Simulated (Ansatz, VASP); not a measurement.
## InGa2N3 in VASP and in Ansatz

Contents of INCAR:

```
PREC     = Accurate       # precision mode
ENCUT    = 520            # plane-wave cutoff, eV
EDIFF    = 1E-6           # SCF threshold, eV
ISMEAR   = 0              # smearing method
SIGMA    = 0.1            # smearing width, eV
LREAL    = False          # projectors in reciprocal space
LASPH    = True           # aspherical terms in the spheres
NELM     = 80             # most SCF steps
ALGO     = Normal         # electronic algorithm
ISIF     = 2              # what is computed and relaxed
LWAVE    = False          # write WAVECAR
LCHARG   = False          # write CHGCAR
GGA      = PE             # functional
NBANDS   = 36             # bands
```

The input KPOINTS:

```
regular mesh
0
Gamma
  8 8 8
```

The input POSCAR:

```
InGa2N3
1.0
   -1.6607219000      1.6607219000      7.1202865000
    1.6607219000     -1.6607219000      7.1202865000
    1.6607219000      1.6607219000     -7.1202865000
In Ga N
1 2 3
Direct
    0.0000000000      0.0000000000      0.0000000000
    0.6728320000      0.6728320000      0.0000000000
    0.3271680000      0.3271680000      0.0000000000
    0.2500000000      0.7500000000      0.5000000000
    0.9034650000      0.4034650000      0.5000000000
    0.5965350000      0.0965350000      0.5000000000
```

Input for Ansatz:

```yaml
crystal:
  lattice:
    - [-1.6607219, 1.6607219, 7.1202865]
    - [1.6607219, -1.6607219, 7.1202865]
    - [1.6607219, 1.6607219, -7.1202865]
  atoms:
    - { symbol: In, position: [0.0, 0.0, 0.0] }
    - { symbol: Ga, position: [0.672832, 0.672832, 0.0] }
    - { symbol: Ga, position: [0.327168, 0.327168, 0.0] }
    - { symbol: "N", position: [0.25, 0.75, 0.5] }
    - { symbol: "N", position: [0.903465, 0.403465, 0.5] }
    - { symbol: "N", position: [0.596535, 0.096535, 0.5] }
basis:
  ecutwfc: 420
kpoints:
  mp_grid: { grid: [8, 8, 8] }
hamiltonian:
  xc: pbe
scf:
  occupations: { method: gaussian, width: 0.1 }
  lower_state_search: "off"
output:
  forces: true
  stress: true
  eigenvalues: true
```

Alike in both runs: task single point; functional PBE; k mesh 8 × 8 × 8; occupations gaussian, width 0.1 eV; no spin polarisation.

```csv
,VASP,Ansatz
version,VASP 6.6.1,Ansatz 0.2.0
potentials or method,"VASP PAW PBE potentials, release 64 (In_d, Ga_d, N), cutoff 520 eV","scalar-relativistic, plane waves, PAW"
valence electrons in the cell,54,54
```

```tsv
	VASP	Ansatz	Ansatz less VASP
gap on the k mesh at the Fermi level (eV)	0.54	0.54	+0.002
least direct gap on the mesh (eV)	0.54	0.54	+0.002
pressure (GPa)	0.1	0.0	-0.17
rms of the force components (eV/Å)	0.003	0.000	-0.0028
```

Atom by atom the forces differ by 0.003 eV/Å (rms over components).
